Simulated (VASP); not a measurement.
# Co (Fd-3m) in VASP: single point with LDA

Aim: the single point of Co with LDA.

All numbers are computed with VASP 6.6.1; they aren't measurements. Logs are shortened: lines on timing, memory, paths and dates and some standing lists are left out, and cuts for length are marked.

## (1) The cell of the first run

It takes space group Fd-3m (No. 227, cubic). The conventional cell has a = 4.794 Å, b = 4.794 Å, c = 4.794 Å, α = 90.00°, β = 90.00°, γ = 90.00°. Within 2.7 Å of Co (site symmetry -43m) lie 4 Co at 2.08 Å.

This isn't the form of Co at room conditions, which is hcp.

## (2) Single point, LDA, non-collinear spin, zero start, spin-orbit coupling

The input, INCAR:

```
SYSTEM = Co
PREC = Accurate ; ENCUT = 520
EDIFF = 1E-7 ; ISMEAR = -1
SIGMA = 0.1 ; LREAL = .False.
LASPH = .True. ; NELM = 150
ALGO = Normal ; ISIF = 2
LWAVE = .False. ; LCHARG = .False.
LNONCOLLINEAR = .True. ; MAGMOM = 0 0 0 0 0 0
LORBIT = 11 ; LSORBIT = .True.
GGA_COMPAT = .False. ; LORBMOM = .True.
LMAXMIX = 4 ; NBANDS = 30
```

The input, KPOINTS:

```
Automatic mesh
0
Gamma
  11 11 11
  0 0 0
```

The input, POSCAR:

```
Co
1.0
    0.0000000000      2.3969338415      2.3969338415
    2.3969338415      0.0000000000      2.3969338415
    2.3969338415      2.3969338415      0.0000000000
Co
2
Direct
    0.1250000000      0.1250000000      0.1250000000
    0.8750000000      0.8750000000      0.8750000000
```

Potentials or basis: VASP PAW LDA potentials, release 64 (Co).

Started as:

```bash
> cat potpaw_LDA.64/Co/POTCAR > POTCAR
> mpirun -np 1 vasp_ncl > vasp.out
```

OUTCAR:

```text
SYSTEM = Co
   PREC = Accurate
   ENCUT = 520
   EDIFF = 1E-7
   ISMEAR = -1
   LREAL = .False.
   LASPH = .True.
   NELM = 150
   ISIF = 2
   LNONCOLLINEAR = .True.
   LORBIT = 11
   LSORBIT = .True.

 ion  position               nearest neighbor table
   1  0.125  0.125  0.125-   2 2.08   2 2.08   2 2.08   2 2.08
   2  0.875  0.875  0.875-   1 2.08   1 2.08   1 2.08   1 2.08

  LATTYP: Found a face centered cubic cell.
 ALAT       =     4.7938676830

  Lattice vectors:

 A1 = (   0.0000000000,   2.3969338415,   2.3969338415)
 A2 = (   2.3969338415,   0.0000000000,   2.3969338415)
 A3 = (   2.3969338415,   2.3969338415,   0.0000000000)

Analysis of symmetry for initial positions (statically):
=====================================================================
 Subroutine PRICEL returns:
 Original cell was already a primitive cell.

 Routine SETGRP: Setting up the symmetry group for a
 face centered cubic supercell.

 Subroutine GETGRP returns: Found 48 space group operations
 (whereof 12 operations were pure point group operations)
 out of a pool of 48 trial point group operations.

The static configuration has the point symmetry D_3d.
 The point group associated with its full space group is O_h .

Analysis of symmetry for dynamics (positions and initial velocities):
=====================================================================
 Subroutine PRICEL returns:
 Original cell was already a primitive cell.

 Routine SETGRP: Setting up the symmetry group for a
 face centered cubic supercell.

 Subroutine GETGRP returns: Found 48 space group operations
 (whereof 12 operations were pure point group operations)
 out of a pool of 48 trial point group operations.

The dynamic configuration has the point symmetry D_3d.
 The point group associated with its full space group is O_h .

Analysis of structural, dynamic, and magnetic symmetry:
=====================================================================
 Subroutine PRICEL returns:
 Original cell was already a primitive cell.

 Routine SETGRP: Setting up the symmetry group for a
 face centered cubic supercell.

 Subroutine GETGRP returns: Found 48 space group operations
 (whereof 12 operations were pure point group operations)
 out of a pool of 48 trial point group operations.

The overall configuration has the point symmetry D_3d.
 The point group associated with its full space group is O_h .

 Subroutine INISYM returns: Found 48 space group operations
 (whereof 12 operations are pure point group operations),
 and found     1 'primitive' translations

----------------------------------------------------------------------------------------

                                     Primitive cell

  volume of cell :      27.5422

  direct lattice vectors                    reciprocal lattice vectors
     0.000000000  2.396933842  2.396933842    -0.208599833  0.208599833  0.208599833
     2.396933842  0.000000000  2.396933842     0.208599833 -0.208599833  0.208599833
     2.396933842  2.396933842  0.000000000     0.208599833  0.208599833 -0.208599833

  length of vectors
     3.389776347  3.389776347  3.389776347     0.361305510  0.361305510  0.361305510

  position of ions in fractional coordinates (direct lattice)
     0.125000000  0.125000000  0.125000000
     0.875000000  0.875000000  0.875000000

  ion indices of the primitive-cell ions
   primitive index   ion index
                 1           1
                 2           2

----------------------------------------------------------------------------------------

 KPOINTS: Automatic mesh

Automatic generation of k-mesh.
 Grid dimensions read from file:
 generate k-points for:   11   11   11

 Generating k-lattice:

  Cartesian coordinates                     Fractional coordinates (reciprocal lattice)
    -0.018963621  0.018963621  0.018963621     0.090909091  0.000000000  0.000000000
     0.018963621 -0.018963621  0.018963621     0.000000000  0.090909091  0.000000000
[... 98 lines left out ...]

 number of electron      18.0000008 magnetization       0.0000000     -0.0000000      0.0000000

 number of electron      18.0000008 magnetization      -0.0000000      0.0000000     -0.0000000

 Free energy of the ion-electron system (eV)
  ---------------------------------------------------
  ext. energy  EPLUGINS =         0.00000000
  ---------------------------------------------------
  free energy    TOTEN  =       -13.64735197 eV

  energy without entropy =      -13.51997961  energy(sigma->0) =      -13.58366579

 E-fermi :   6.9443     XC(G=0): -12.0820

 val. band max:        6.9170219746   @ k =  -0.1818   0.1818   0.0000
 cond. band min:       6.9487616927   @ k =   0.4545   0.1818   0.0000
 fundamental gap:      0.0317397180
 Fermi energy:         6.9442681712

 k-point     1 :       0.0000    0.0000    0.0000
  band No.  band energies     occupation
      1      -0.3341      1.00000
      2      -0.3341      1.00000
      3       3.5763      1.00000
      4       3.5763      1.00000
      5       3.5763      1.00000
      6       3.5763      1.00000
[... 781 lines left out ...]
     29      20.3657      0.00000
     30      20.3657      0.00000

 [... further k-points ...]
[... 5 lines left out ...]
  --------------------------------------------------------------------------------------
  -------------------------------------------------------------------------------------
  Total       -0.2902053     -0.2902053     -0.2902053     -0.0000000     -0.0000000      0.0000000
  in kB      -16.8817615    -16.8817615    -16.8817615     -0.0000000     -0.0000000      0.0000000
  external PRESSURE =     -16.8817615 kB  Pullay stress =       0.0000000 kB

 VOLUME and BASIS-vectors are now :
 -----------------------------------------------------------------------------
  energy-cutoff  :      520.00
  volume of cell :       27.54
      direct lattice vectors                 reciprocal lattice vectors
     0.000000000  2.396933842  2.396933842    -0.208599833  0.208599833  0.208599833
     2.396933842  0.000000000  2.396933842     0.208599833 -0.208599833  0.208599833
     2.396933842  2.396933842  0.000000000     0.208599833  0.208599833 -0.208599833

 POSITION                                       TOTAL-FORCE (eV/Angst)
 -----------------------------------------------------------------------------------
      0.59923      0.59923      0.59923        -0.000000     -0.000000     -0.000000
      4.19463      4.19463      4.19463         0.000000      0.000000      0.000000
 -----------------------------------------------------------------------------------
    total drift:                                0.000000     -0.000000     -0.000000

  FREE ENERGIE OF THE ION-ELECTRON SYSTEM (eV)
  ---------------------------------------------------
  free  energy   TOTEN  =       -13.6473519670 eV

  energy  without entropy=      -13.5199796094  energy(sigma->0) =      -13.58366579

 orbital moment (x)

 # of ion     p       d       tot
 ----------------------------------------
  1        -0.000   0.000   0.000
  2        -0.000   0.000   0.000
 ----------------------------------------
           -0.000   0.000   0.000

 orbital moment (y)

 # of ion     p       d       tot
 ----------------------------------------
  1        -0.000   0.000   0.000
  2        -0.000   0.000   0.000
 ----------------------------------------
           -0.000   0.000   0.000

 orbital moment (z)

 # of ion     p       d       tot
 ----------------------------------------
  1         0.000   0.000   0.000
  2        -0.000   0.000   0.000
 ----------------------------------------
           -0.000   0.000   0.000

 Spin-Orbit-Coupling matrix elements

 Ion:    1  E_soc:     -0.0155857
 l=   1
     0.0000000    -0.0003827    -0.0003827
    -0.0003827     0.0000000    -0.0003827
    -0.0003827    -0.0003827     0.0000000
 l=   2
     0.0000000    -0.0003851     0.0000000    -0.0003851    -0.0018298
    -0.0003851     0.0000000    -0.0013724    -0.0003851    -0.0004575
     0.0000000    -0.0013724     0.0000000    -0.0013724     0.0000000
    -0.0003851    -0.0003851    -0.0013724     0.0000000    -0.0004575
    -0.0018298    -0.0004575     0.0000000    -0.0004575     0.0000000
 l=   3
     0.0000000     0.0000000     0.0000000     0.0000000     0.0000000     0.0000000     0.0000000
     0.0000000     0.0000000     0.0000000     0.0000000     0.0000000     0.0000000     0.0000000
     0.0000000     0.0000000     0.0000000     0.0000000     0.0000000     0.0000000     0.0000000
     0.0000000     0.0000000     0.0000000     0.0000000     0.0000000     0.0000000     0.0000000
     0.0000000     0.0000000     0.0000000     0.0000000     0.0000000     0.0000000     0.0000000
     0.0000000     0.0000000     0.0000000     0.0000000     0.0000000     0.0000000     0.0000000
     0.0000000     0.0000000     0.0000000     0.0000000     0.0000000     0.0000000     0.0000000

 Ion:    2  E_soc:     -0.0155857
 l=   1
     0.0000000    -0.0003827    -0.0003827
    -0.0003827     0.0000000    -0.0003827
    -0.0003827    -0.0003827     0.0000000
 l=   2
     0.0000000    -0.0003851     0.0000000    -0.0003851    -0.0018298
    -0.0003851     0.0000000    -0.0013724    -0.0003851    -0.0004575
     0.0000000    -0.0013724     0.0000000    -0.0013724     0.0000000
    -0.0003851    -0.0003851    -0.0013724     0.0000000    -0.0004575
    -0.0018298    -0.0004575     0.0000000    -0.0004575     0.0000000
 l=   3
     0.0000000     0.0000000     0.0000000     0.0000000     0.0000000     0.0000000     0.0000000
     0.0000000     0.0000000     0.0000000     0.0000000     0.0000000     0.0000000     0.0000000
     0.0000000     0.0000000     0.0000000     0.0000000     0.0000000     0.0000000     0.0000000
     0.0000000     0.0000000     0.0000000     0.0000000     0.0000000     0.0000000     0.0000000
     0.0000000     0.0000000     0.0000000     0.0000000     0.0000000     0.0000000     0.0000000
     0.0000000     0.0000000     0.0000000     0.0000000     0.0000000     0.0000000     0.0000000
     0.0000000     0.0000000     0.0000000     0.0000000     0.0000000     0.0000000     0.0000000

 total charge

# of ion       s       p       d       tot
------------------------------------------
    1        0.584   0.457   7.426   8.466
    2        0.584   0.457   7.426   8.466
--------------------------------------------------
tot          1.168   0.913  14.852  16.932

 magnetization (x)

# of ion       s       p       d       tot
------------------------------------------
    1       -0.000  -0.000   0.000  -0.000
    2       -0.000  -0.000  -0.000  -0.000
--------------------------------------------------
tot         -0.000  -0.000  -0.000  -0.000

 magnetization (y)

# of ion       s       p       d       tot
------------------------------------------
    1        0.000   0.000   0.000   0.000
    2        0.000  -0.000  -0.000  -0.000
--------------------------------------------------
tot          0.000   0.000  -0.000  -0.000

 magnetization (z)

# of ion       s       p       d       tot
------------------------------------------
    1        0.000   0.000   0.000   0.000
    2        0.000   0.000   0.000   0.000
--------------------------------------------------
tot          0.000   0.000   0.000   0.000
```

It took 88 s on 1 thread of Intel Xeon Platinum 8488C (Sapphire Rapids), shared host; peak memory 0.24 GiB.

Results:

| Property | Result |
| --- | --- |
| Free energy | -13.6474 eV |
| Pressure | -1.7 GPa |
| Net moment | 0.00 μB per cell |
| Valence electrons inside the program's atomic spheres | Co 8.47 |

Moments on the atoms (μB; x, y, z):
```
Co  0.00 0.00 0.00
Co  0.00 0.00 0.00
```
